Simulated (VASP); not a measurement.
Co:

```
Co
1.0
     0.00000    1.78950    1.78950
     1.78950    0.00000    1.78950
     1.78950    1.78950    0.00000
Co
1
Direct
  0.00000 0.00000 0.00000
```

Base run:

| Quantity | Value |
| --- | --- |
| Program | VASP 6.6.1 |
| Functional | PBE |
| Potentials or basis | VASP PAW PBE potentials, release 64 (Co) |
| Cutoff | 520 eV |
| k mesh | 14 × 14 × 14 |
| Occupations | gaussian, width 0.1 eV |
| Spin | collinear spin, ferromagnetic start |
| Starting moments | [3.0] μB |
| Fixed moment | 3 μB |

Its results: pressure 27.0 GPa; net moment 3.00 μB per cell; site moments Co +2.85 μB.

After a change of settings the same cell gave: pressure -9.4 GPa; net moment 1.71 μB per cell; site moments Co +1.74 μB. Which change was it?
A. fixed moment from 3 μB to none
B. fixed moment from 3 μB to 1.29 μB; moments at the start from [3.0] to [1.29]
C. fixed moment from 3 μB to 3.43 μB; moments at the start from [3.0] to [3.43]
D. fixed moment from 3 μB to 2.14 μB; moments at the start from [3.0] to [2.14]

A.

Caveats: the total moment is fixed, so each spin has its own Fermi level (some runs).
